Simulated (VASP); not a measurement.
Write the native input for VASP 6.6.1 that does the following.

```yaml
Task: single point
Functional: PBEsol
Potentials_or_basis: VASP PAW PBE potentials, release 64 (Ni, Al)
Cutoff: 540 eV
k_mesh: 23 × 23 × 23
Occupations: tetrahedron, width 0.1 eV
Spin: collinear spin, ferromagnetic start
Starting_moments: "[1.0, 1.0, 1.0, 0.0] μB"
Tolerance_level: screening
Purpose: density of states
K_density: 9 × 9 × 9
Further_INCAR_settings: ALGO = Normal; EDIFF = 1e-06; NBANDS = 42
```

Crystal: AlNi3.

```xyz
4
Lattice="3.5231 0.0000 0.0000 0.0000 3.5231 0.0000 0.0000 0.0000 3.5231" Properties=species:S:1:pos:R:3 pbc="T T T"
Ni    1.7615    1.7615    0.0000
Ni    1.7615    0.0000    1.7615
Ni    0.0000    1.7615    1.7615
Al    0.0000    0.0000    0.0000
```

One way to write it, as run:

POSCAR

```
AlNi3
1.0
    3.5230547267      0.0000000000      0.0000000000
    0.0000000000      3.5230547267      0.0000000000
    0.0000000000      0.0000000000      3.5230547267
Ni Al
3 1
Direct
    0.5000000000      0.5000000000      0.0000000000
    0.5000000000      0.0000000000      0.5000000000
    0.0000000000      0.5000000000      0.5000000000
    0.0000000000      0.0000000000      0.0000000000
```

INCAR.step1

```
  ALGO = Normal
  EDIFF = 1E-6
  ENCUT = 540
  GGA = PS
  GGA_COMPAT = F
  ISMEAR = 1
  ISPIN = 2
  KPAR = 2
  LASPH = T
  LCHARG = T
  LMAXMIX = 4
  LORBIT = 11
  LREAL = F
  LWAVE = F
  MAGMOM = 1 1 1 0
  NBANDS = 42
  NELM = 200
  PREC = Accurate
  SIGMA = 0.1
```

KPOINTS.step1

```
k-points
0
Gamma
  9 9 9
```

INCAR.step2

```
  ALGO = Normal
  EDIFF = 1E-6
  EMAX = 17.7707
  EMIN = -7.2293
  ENCUT = 540
  GGA = PS
  GGA_COMPAT = F
  ICHARG = 11
  ISMEAR = -5
  ISPIN = 2
  KPAR = 2
  LASPH = T
  LCHARG = F
  LMAXMIX = 4
  LORBIT = 11
  LREAL = F
  LWAVE = F
  MAGMOM = 1 1 1 0
  NBANDS = 42
  NEDOS = 4001
  NELM = 200
  PREC = Accurate
```

KPOINTS.step2

```
Automatic mesh
0
Gamma
  23 23 23
  0 0 0
```

Potentials or basis: VASP PAW PBE potentials, release 64 (Ni, Al).

Run with:

```sh
$ cat potpaw_PBE.64/Ni/POTCAR potpaw_PBE.64/Al/POTCAR > POTCAR
$ cp INCAR.step1 INCAR
$ cp KPOINTS.step1 KPOINTS
$ mpirun -np 2 vasp_std > vasp.out
$ cp INCAR.step2 INCAR
$ cp KPOINTS.step2 KPOINTS
$ mpirun -np 2 vasp_std > vasp.out
```

It gave:

* Net moment: 0.69 μB per cell
* Site moments: Ni +0.25; Al -0.01 μB
* Valence electrons inside the program's atomic spheres: Ni 9.46; Al 0.81
* Density of states at the Fermi level: 0.86 states/eV/atom

It took 4.2 min on 2 MPI ranks on Intel(R) Xeon(R) Platinum 8488C (Sapphire Rapids), with other jobs on the host, peak memory 0.93 GiB a rank.
